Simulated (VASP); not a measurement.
# CdTe (F-43m) in VASP: a series of runs

Aim: see how the results for CdTe move with the level of theory and the settings. Levels: HF, r2SCAN. Tasks: single point.

Program: VASP 6.6.1. These are calculated values, not measurements. Logs are shortened: lines on timing, memory, paths and dates and some standing lists are left out, and cuts for length are marked.

## 1. The cell of the first run

Symmetry: F-43m, No. 216, cubic system. The conventional cell has a = 6.757 Å, b = 6.757 Å, c = 6.757 Å, α = 90.00°, β = 90.00°, γ = 90.00°. Te (site symmetry -43m) has 4 Cd at 2.93 Å within 3.9 Å. Within 3.9 Å of Cd (site symmetry -43m) lie 4 Te at 2.93 Å.

## 2. Single point, HF

File POSCAR:

```
CdTe
1.0
    0.0000000000      3.3783170252      3.3783170252
    3.3783170252      0.0000000000      3.3783170252
    3.3783170252      3.3783170252      0.0000000000
Te Cd
1 1
Direct
    0.7500000000      0.7500000000      0.7500000000
    0.0000000000      0.0000000000      0.0000000000
```

File INCAR.step1:

```
SYSTEM = CdTe
ALGO = Normal
EDIFF = 1E-5
ENCUT = 520
GGA = PE
ISIF = 2
ISMEAR = -1
LASPH = .True.
LCHARG = .False.
LREAL = .False.
LWAVE = .True.
NBANDS = 16
NELM = 80
PREC = Accurate
SIGMA = 0.05
```

File INCAR.step2:

```
SYSTEM = CdTe
AEXX = 1.0
AGGAC = 0.0
ALDAC = 0.0
ALGO = Normal
EDIFF = 1E-6
ENCUT = 520
GGA = PE
ISIF = 2
ISMEAR = -1
ISTART = 1
LASPH = .True.
LCHARG = .False.
LHFCALC = .True.
LREAL = .False.
LWAVE = .False.
NBANDS = 16
NELM = 80
PREC = Accurate
PRECFOCK = Normal
SIGMA = 0.05
```

File KPOINTS:

```
k-points
0
Gamma
  4 4 4
  0 0 0
```

Potentials or basis: VASP PAW PBE potentials, release 64 (Te, Cd).

Launch:

```sh
$ cat potpaw_PBE.64/Te/POTCAR potpaw_PBE.64/Cd/POTCAR > POTCAR
$ cp INCAR.step1 INCAR
$ mpirun -np 1 vasp_std > vasp.out
$ cp INCAR.step2 INCAR
$ mpirun -np 1 vasp_std > vasp.out
```

OUTCAR:

```text
SYSTEM = CdTe
   AEXX = 1.0
   EDIFF = 1E-6
   ENCUT = 520
   GGA = PE
   ISIF = 2
   ISMEAR = -1
   ISTART = 1
   LASPH = .True.
   LHFCALC = .True.
   LREAL = .False.
   NELM = 80
   PREC = Accurate
   PRECFOCK = Normal

 ion  position               nearest neighbor table
   1  0.750  0.750  0.750-   2 2.93   2 2.93   2 2.93   2 2.93
   2  0.000  0.000  0.000-   1 2.93   1 2.93   1 2.93   1 2.93

  LATTYP: Found a face centered cubic cell.
 ALAT       =     6.7566340504

  Lattice vectors:

 A1 = (   0.0000000000,   3.3783170252,   3.3783170252)
 A2 = (   3.3783170252,   0.0000000000,   3.3783170252)
 A3 = (   3.3783170252,   3.3783170252,   0.0000000000)

Analysis of symmetry for initial positions (statically):
=====================================================================
 Subroutine PRICEL returns:
 Original cell was already a primitive cell.

 Routine SETGRP: Setting up the symmetry group for a
 face centered cubic supercell.

 Subroutine GETGRP returns: Found 24 space group operations
 (whereof 24 operations were pure point group operations)
 out of a pool of 48 trial point group operations.

The static configuration has the point symmetry T_d .

Analysis of symmetry for dynamics (positions and initial velocities):
=====================================================================
 Subroutine PRICEL returns:
 Original cell was already a primitive cell.

 Routine SETGRP: Setting up the symmetry group for a
 face centered cubic supercell.

 Subroutine GETGRP returns: Found 24 space group operations
 (whereof 24 operations were pure point group operations)
 out of a pool of 48 trial point group operations.

The dynamic configuration has the point symmetry T_d .

 Subroutine INISYM returns: Found 24 space group operations
 (whereof 24 operations are pure point group operations),
 and found     1 'primitive' translations

----------------------------------------------------------------------------------------

                                     Primitive cell
[... 72 lines left out ...]
   ENCUT  =  520.0 eV  38.22 Ry    6.18 a.u.   8.88  8.88  8.88*2*pi/ulx,y,z
   NELM   =     80;   NELMIN=  2; NELMDL=  0     # of ELM steps
   EDIFF  = 0.1E-05   stopping-criterion for ELM
   LREAL  =      F    real-space projection
   EDIFFG = 0.1E-04   stopping-criterion for IOM
   NSW    =      0    number of steps for IOM
   IBRION =     -1    ionic relax: 0-MD 1-quasi-New 2-CG
   NFREE  =      0    steps in history (QN), initial steepest desc. (CG)
   ISIF   =      2    stress and relaxation
   ISYM   =      3    0-nonsym 1-usesym 2-fastsym
   POTIM  = 0.5000    time-step for ionic-motion
   TEBEG  =    0.0;   TEEND  =   0.0 temperature during run
   PSTRESS=    0.0 pullay stress
   NELECT =      18.0000    total number of electrons
   NUPDOWN=      -1.0000    fix difference up-down
   EMIN   =  10.00;   EMAX   =-10.00  energy-range for DOS
   EFERMI =   0.00;   METHOD = LEGACY
   ISMEAR =    -1;   SIGMA  =   0.05  broadening in eV -4-tet -1-fermi 0-gaus
   EFERMI_NEDOS =   21; number of points for ismear=-14 and -15
   IALGO  =     38    algorithm
   IMIX   =      1    mixing-type and parameters
     AMIX     =   0.40;   BMIX     =  1.00
     AMIX_MAG =   1.60;   BMIX_MAG =  1.00
  volume/ion in A,a.u.               =      38.56       260.19
  Fermi-wavevector in a.u.,A,eV,Ry     =   1.007988  1.904821 13.824055  1.016039
  Thomas-Fermi vector in A             =   2.140827
   LORBIT       =      0    0 simple, 1 ext, 2 COOP (PROOUT), +10 PAW based schemes
   GGA     = PE    functional components
   LHFCALC =     T    Hartree Fock is set to
   PRECFOCK=normal    Normal, Fast or Accurate (Low or Medium for compatibility)
   ENCUT4O =  -1.0   cutoff for four orbital integrals eV
   NKREDX  =     1    reduce k-point grid by
   NKREDY  =     1    reduce k-point grid by
   NKREDZ  =     1    reduce k-point grid by
   AEXX    =    1.0000 exact exchange contribution
   HFSCREEN=    0.0000 screening length (either q_TF or 0.3 A-1)
   HFSCREENC=   0.0000 screening length for correlation (either q_TF or 0.3 A-1)
   ENCUTFOCK=  -1.0 apply spherical cutoff to Coloumb kernel
   IVDW    =     0    specifies the selected vdW correction
   LEPSILON=     F    determine dielectric tensor
   LRPA    =     F    only Hartree local field effects (RPA)
 non-spin polarized calculation
  energy-cutoff  :      520.00
  volume of cell :       77.11
 maximum number of plane-waves:      2120
  NGX = 28; NGY = 28; NGZ = 28

 number of electron      17.9999992 magnetization

 Free energy of the ion-electron system (eV)
  ---------------------------------------------------
  ext. energy  EPLUGINS =         0.00000000
  ---------------------------------------------------
  free energy    TOTEN  =       -12.51546522 eV

  energy without entropy =      -12.51546522  energy(sigma->0) =      -12.51546522

 E-fermi :  -0.1902     XC(G=0):   0.0000

 val. band max:       -1.3062551653   @ k =   0.0000   0.0000   0.0000
 cond. band min:       5.0675809439   @ k =   0.0000   0.0000   0.0000
 fundamental gap:      6.3738361092
 Fermi energy:        -0.1902324118

 k-point     1 :       0.0000    0.0000    0.0000
  band No.  band energies     occupation
      1     -15.1395      2.00000
      2     -14.4220      2.00000
      3     -14.4220      2.00000
      4     -14.4220      2.00000
      5     -14.2154      2.00000
      6     -14.2154      2.00000
[... 129 lines left out ...]
      3     -14.3297      2.00000
      4     -14.2353      2.00000
      5     -14.2149      2.00000
      6     -12.9083      2.00000
[... 8 lines left out ...]
     15      15.6406      0.00000
     16      17.2986      0.00000

------------------------ aborting loop because EDIFF is reached ----------------------------------------

  FORCE on cell =-STRESS in cart. coord.  units (eV):
  Direction    XX          YY          ZZ          XY          YZ          ZX
  --------------------------------------------------------------------------------------
  -------------------------------------------------------------------------------------
  Total       -0.6864780     -0.6864780     -0.6864780      0.0000000      0.0000000      0.0000000
  in kB      -14.2628406    -14.2628406    -14.2628406      0.0000000      0.0000000      0.0000000
  external PRESSURE =     -14.2628406 kB  Pullay stress =       0.0000000 kB

 VOLUME and BASIS-vectors are now :
 -----------------------------------------------------------------------------
  energy-cutoff  :      520.00
  volume of cell :       77.11
      direct lattice vectors                 reciprocal lattice vectors
     0.000000000  3.378317025  3.378317025    -0.148002688  0.148002688  0.148002688
     3.378317025  0.000000000  3.378317025     0.148002688 -0.148002688  0.148002688
     3.378317025  3.378317025  0.000000000     0.148002688  0.148002688 -0.148002688

 POSITION                                       TOTAL-FORCE (eV/Angst)
 -----------------------------------------------------------------------------------
      5.06748      5.06748      5.06748        -0.000000      0.000000      0.000000
      0.00000      0.00000      0.00000         0.000000     -0.000000      0.000000
 -----------------------------------------------------------------------------------
    total drift:                                0.000005      0.000022      0.000004

  FREE ENERGIE OF THE ION-ELECTRON SYSTEM (eV)
  ---------------------------------------------------
  free  energy   TOTEN  =       -12.5154652195 eV

  energy  without entropy=      -12.5154652195  energy(sigma->0) =      -12.51546522
```

It took 9.8 min on 1 thread of AMD EPYC 9R45 (Zen 5), shared host; peak memory 0.19 GiB.

Results:

```yaml
Free_energy: -12.5155 eV
Pressure: -1.4 GPa
Band_gap_on_the_k_mesh: 6.37 eV
```

Caveat: the PAW data sets were made with another functional, which shifts forces and pressure a little; spin-orbit coupling is left out, which moves the levels of the heavy elements.

## 3. Single point, r2SCAN, non-collinear spin, zero start, spin-orbit coupling

This run uses another cell than the first one, of 32.26 Å³/atom.

File POSCAR:

```
CdTe
1.0
    0.0000000000      3.1834892848      3.1834892848
    3.1834892848      0.0000000000      3.1834892848
    3.1834892848      3.1834892848      0.0000000000
Te Cd
1 1
Direct
    0.7500000000      0.7500000000      0.7500000000
    0.0000000000      0.0000000000      0.0000000000
```

File INCAR.step1:

```
ALGO = Normal
EDIFF = 1E-4
ENCUT = 520
GGA = PE
GGA_COMPAT = F
ISMEAR = -1
LASPH = T
LCHARG = F
LREAL = F
LSORBIT = T
LWAVE = T
MAGMOM = 0 0 0 0 0 0
NBANDS = 30
NELM = 150
PREC = Accurate
SIGMA = 0.05
```

File INCAR.step2:

```
ALGO = Normal
EDIFF = 1E-7
ENCUT = 520
GGA_COMPAT = F
ISIF = 2
ISMEAR = -1
ISTART = 1
LASPH = T
LCHARG = T
LMIXTAU = T
LORBIT = 11
LORBMOM = T
LREAL = F
LSORBIT = T
LVHAR = T
LWAVE = F
MAGMOM = 0 0 0 0 0 0
METAGGA = R2SCAN
NBANDS = 30
NELM = 150
PREC = Accurate
SIGMA = 0.05
```

File KPOINTS:

```
k-points
0
Gamma
  7 7 7
```

Potentials or basis: VASP PAW PBE potentials, release 64 (Te, Cd).

Launch:

```sh
$ cat potpaw_PBE.64/Te/POTCAR potpaw_PBE.64/Cd/POTCAR > POTCAR
$ cp INCAR.step1 INCAR
$ mpirun -np 1 vasp_ncl > vasp.out
$ cp INCAR.step2 INCAR
$ mpirun -np 1 vasp_ncl > vasp.out
```

It took 14 min on 1 thread of Intel Xeon 8259CL, shared host; peak memory 0.5 GiB.

It converged, with:

```
Free energy                                           : -46.6814 eV
Pressure                                              : 4.6 GPa
Net moment                                            : 0.00 μB per cell
Valence electrons inside the program's atomic spheres : Te 3.51; Cd 10.35
```

Moments on the atoms (μB; x, y, z):
```
Te  0.00 0.00 0.00
Cd  0.00 0.00 0.00
```

Caveat: the cell stands under pressure; the PAW data sets were made with another functional, which shifts forces and pressure a little.

## 4. Single point, r2SCAN, non-collinear spin, zero start, spin-orbit coupling

This run uses another cell than the first one, of 32.92 Å³/atom.

File POSCAR:

```
CdTe
1.0
    0.0000000000      3.2050000000      3.2050000000
    3.2050000000      0.0000000000      3.2050000000
    3.2050000000      3.2050000000      0.0000000000
Te Cd
1 1
Direct
    0.7500000000      0.7500000000      0.7500000000
    0.0000000000      0.0000000000      0.0000000000
```

File INCAR.step1:

```
SYSTEM = CdTe
PREC = Accurate
ENCUT = 520
ISMEAR = -1
SIGMA = 0.05
LREAL = .False.
LASPH = .True.
NELM = 150
MAGMOM = 0 0 0 0 0 0
LSORBIT = .True.
GGA_COMPAT = .False.
NBANDS = 30
GGA = PE
ALGO = Normal
EDIFF = 1E-4
LWAVE = .True.
LCHARG = .False.
```

File INCAR.step2:

```
SYSTEM = CdTe
PREC = Accurate
ENCUT = 520
EDIFF = 1E-7
ISMEAR = -1
SIGMA = 0.05
LREAL = .False.
LASPH = .True.
NELM = 150
ALGO = Normal
ISIF = 2
LWAVE = .False.
LCHARG = .False.
MAGMOM = 0 0 0 0 0 0
LORBIT = 11
LSORBIT = .True.
GGA_COMPAT = .False.
LORBMOM = .True.
METAGGA = R2SCAN
LMIXTAU = .True.
NBANDS = 30
ISTART = 1
```

File KPOINTS:

```
Automatic mesh
0
Gamma
  7 7 7
  0 0 0
```

Launch:

```sh
$ cat potpaw_PBE.64/Te/POTCAR potpaw_PBE.64/Cd/POTCAR > POTCAR
$ cp INCAR.step1 INCAR
$ mpirun -np 1 vasp_ncl > vasp.out
$ cp INCAR.step2 INCAR
$ mpirun -np 1 vasp_ncl > vasp.out
```

It took 15 min on 1 thread of Intel Xeon 8259CL, shared host; peak memory 0.51 GiB.

It converged, with:

| Quantity | Value |
| --- | --- |
| Free energy | -46.7139 eV |
| Pressure | 3.4 GPa |
| Net moment | 0.00 μB per cell |
| Valence electrons inside the program's atomic spheres | Te 3.50; Cd 10.34 |

Moments on the atoms (μB; x, y, z):
```
Te  0.00 0.00 0.00
Cd  0.00 0.00 0.00
```

Caveat: the cell stands under pressure; the PAW data sets were made with another functional, which shifts forces and pressure a little.

## 5. Single point, r2SCAN, non-collinear spin, zero start, spin-orbit coupling

This run uses another cell than the first one, of 33.58 Å³/atom.

File POSCAR:

```
CdTe
1.0
    0.0000000000      3.2262257841      3.2262257841
    3.2262257841      0.0000000000      3.2262257841
    3.2262257841      3.2262257841      0.0000000000
Te Cd
1 1
Direct
    0.7500000000      0.7500000000      0.7500000000
    0.0000000000      0.0000000000      0.0000000000
```

File INCAR.step1:

```
  PREC = Accurate
  ENCUT = 520
  ISMEAR = -1
  SIGMA = 0.05
  LREAL = F
  LASPH = T
  NELM = 150
  MAGMOM = 0 0 0 0 0 0
  LSORBIT = T
  GGA_COMPAT = F
  NBANDS = 30
  GGA = PE
  ALGO = Normal
  EDIFF = 1E-4
  LWAVE = T
  LCHARG = F
```

File INCAR.step2:

```
  PREC = Accurate
  ENCUT = 520
  EDIFF = 1E-6
  ISMEAR = -1
  SIGMA = 0.05
  LREAL = F
  LASPH = T
  NELM = 150
  ALGO = Normal
  ISIF = 2
  LWAVE = F
  LCHARG = F
  MAGMOM = 0 0 0 0 0 0
  LORBIT = 11
  LSORBIT = T
  GGA_COMPAT = F
  LORBMOM = T
  METAGGA = R2SCAN
  LMIXTAU = T
  NBANDS = 30
  ISTART = 1
```

File KPOINTS:

```
Automatic mesh
0
Gamma
  7 7 7
```

Launch:

```sh
$ cat potpaw_PBE.64/Te/POTCAR potpaw_PBE.64/Cd/POTCAR > POTCAR
$ cp INCAR.step1 INCAR
$ mpirun -np 1 vasp_ncl > vasp.out
$ cp INCAR.step2 INCAR
$ mpirun -np 1 vasp_ncl > vasp.out
```

Run time: 14 min. Hardware: 1 thread of Intel Xeon 8259CL, shared host; peak memory 0.51 GiB.

The run converged. Its results:

| Property | Result |
| --- | --- |
| Free energy | -46.7374 eV |
| Pressure | 2.3 GPa |
| Net moment | 0.00 μB per cell |
| Valence electrons inside the program's atomic spheres | Te 3.49; Cd 10.32 |

Moments on the atoms (μB; x, y, z):
```
Te  0.00 0.00 0.00
Cd  0.00 0.00 0.00
```

Caveat: the PAW data sets were made with another functional, which shifts forces and pressure a little.

## 6. The runs side by side

```tsv
level	spin	cell	k mesh	grid for exact exchange (PRECFOCK)	share of exact exchange	pressure (GPa)	moment (μB)
HF	off	a = 4.778 Å, angles 60.0°, 2 atoms	4 × 4 × 4	Normal	1	-1.4	-
r2SCAN	non-collinear, zero start, SOC	a = 4.502 Å, angles 60.0°, 2 atoms	7 × 7 × 7	-	-	4.6	0.00
r2SCAN	non-collinear, zero start, SOC	a = 4.533 Å, angles 60.0°, 2 atoms	7 × 7 × 7	-	-	3.4	0.00
r2SCAN	non-collinear, zero start, SOC	a = 4.563 Å, angles 60.0°, 2 atoms	7 × 7 × 7	-	-	2.3	0.00
```

Alike in all rows: task single point; potentials or basis VASP PAW PBE potentials, release 64 (Te, Cd); cutoff (eV) 520; smearing fermi-dirac 0.05 eV.

Caveats: the PAW data sets were made with another functional, which shifts forces and pressure a little; the cell stands under pressure (at least some runs); spin-orbit coupling is left out, which moves the levels of the heavy elements (at least some runs).

Absolute energies hang on the potentials; compare differences alone.
